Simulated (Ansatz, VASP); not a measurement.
## MgO: VASP beside Ansatz

The input POSCAR:

```
MgO
1.0
    0.0000000000      2.1351500000      2.1351500000
    2.1351500000      0.0000000000      2.1351500000
    2.1351500000      2.1351500000      0.0000000000
Mg O
1 1
Direct
    0.0146359741     -0.0146359741      0.0146359741
    0.5000000000      0.5000000000      0.5000000000
```

INCAR.step1

```
ALGO = Normal
EDIFF = 1E-5
ENCUT = 750
GGA = PE
GGA_COMPAT = F
ISMEAR = 0
LASPH = T
LCHARG = F
LREAL = F
LWAVE = T
NBANDS = 15
NELM = 120
PREC = Accurate
SIGMA = 0.05
```

INCAR.step2

```
ALGO = Normal
EDIFF = 1E-6
ENCUT = 750
GGA_COMPAT = F
ISIF = 2
ISMEAR = 0
ISTART = 1
LASPH = T
LCHARG = F
LMIXTAU = T
LREAL = F
LWAVE = F
METAGGA = R2SCAN
NBANDS = 15
NELM = 120
PREC = Accurate
SIGMA = 0.05
```

File KPOINTS:

```
k-points
0
Gamma
  10 10 10
```

Input for Ansatz:

```yaml
crystal:
  lattice:
    - [0.0, 2.13515, 2.13515]
    - [2.13515, 0.0, 2.13515]
    - [2.13515, 2.13515, 0.0]
  atoms:
    - { symbol: Mg, position: [0.0146359741, -0.0146359741, 0.0146359741] }
    - { symbol: O, position: [0.5, 0.5, 0.5] }
basis:
  ecutwfc: 500
kpoints:
  mp_grid: { grid: [10, 10, 10] }
hamiltonian:
  xc: r2scan
scf:
  occupations: { method: gaussian, width: 0.05 }
output:
  forces: true
  stress: true
  eigenvalues: true
  write_density: true
  write_potential: true
  elf: true
  volumetric_format: npy
```

Change from the starting cell: all Mg atoms moved +0.062 Å, as atom 1 along Cartesian [0 1 0].

Alike in both runs: task single point; functional r2SCAN; k mesh 10 × 10 × 10; occupations gaussian, width 0.05 eV; no spin polarisation.

```csv
,VASP,Ansatz
version,VASP 6.6.1,Ansatz 0.2.0
potentials or method,"VASP PAW PBE potentials, release 64 (Mg_sv, O), cutoff 750 eV","scalar-relativistic, plane waves, PAW"
valence electrons in the cell,16,16
```

VASP gave:

| Property | Result |
| --- | --- |
| gap on the k mesh at the Fermi level (eV) | 5.24 |
| least direct gap on the mesh (eV) | 5.24 |
| pressure (GPa) | -6.8 |
| traceless stress, the component that is largest in VASP (GPa) | 0.67 |
| rms of the force components (eV/Å) | 0.159 |

Estimate Ansatz's values.

gap on the k mesh at the Fermi level (eV): 5.22; least direct gap on the mesh (eV): 5.22; pressure (GPa): -6.7; traceless stress, the component that is largest in VASP (GPa): 0.80; rms of the force components (eV/Å): 0.166.

VASP's potentials were made for PBE, not for r2SCAN. Atom by atom the forces differ by 0.007 eV/Å (rms over components).
